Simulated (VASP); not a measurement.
Set up this calculation in VASP 6.6.1, as the native input.

* Task: relaxation of cell and atoms
* Functional: PBEsol
* Potentials or basis: VASP PAW PBE potentials, release 64 (Te)
* Cutoff: 600 eV
* k mesh: 12 × 12 × 8
* Occupations: gaussian, width 0.1 eV
* Spin: no spin polarisation
* Dipole correction: no
* Further INCAR settings: ALGO = Fast; EDIFF = 1e-06; IBRION = 2; EDIFFG = -0.005; NSW = 100; ISIF = 3

The structure of Te lies in POSCAR:

```
Te
1.0
    4.3182127388      0.0000000000      0.0000000000
   -2.1591063694      3.7396819308      0.0000000000
    0.0000000000      0.0000000000      5.9561344631
Te
3
Direct
    0.0000000000      0.2838117352      0.3333333333
    0.2838117352      0.0000000000      0.6666666667
    0.7161882648      0.7161882648      0.0000000000
```

The input as run:

INCAR

```
SYSTEM = Te
PREC = Accurate ; ENCUT = 600
EDIFF = 1E-6 ; ISMEAR = 0
SIGMA = 0.1 ; LREAL = .FALSE.
LASPH = .TRUE. ; NELM = 80
ALGO = Fast ; ISIF = 3
LWAVE = .FALSE. ; LCHARG = .FALSE.
GGA = PS ; IBRION = 2
NSW = 100 ; EDIFFG = -0.005
```

KPOINTS

```
Automatic mesh
0
G
  12 12 8
  0 0 0
```

Potentials or basis: VASP PAW PBE potentials, release 64 (Te).

Run with:

```sh
$ cat potpaw_PBE.64/Te/POTCAR > POTCAR
$ mpirun -np 1 vasp_std > vasp.out
```

It gave:

- Relaxed volume: 32.00 Å³/atom
- Relaxed cell: a = 4.312 Å, b = 4.312 Å, c = 5.962 Å, α = 90.00°, β = 90.00°, γ = 120.00°
- Space group after relaxing (to 0.1 Å): P3_221 (No. 154)
- Energy gained by relaxing: 0.0 meV/atom
- Ionic steps: 8
- Pressure after relaxing: 0.0 GPa
- Band gap on the k mesh: zero (filled and empty bands touch)

Caveat: the PAW data sets were made with another functional, which shifts forces and pressure a little; spin-orbit coupling is left out, which moves the levels of the heavy elements.

It took 13 min on 1 thread of AMD EPYC 9755 128-Core Processor (shared host), peak memory 0.33 GiB.
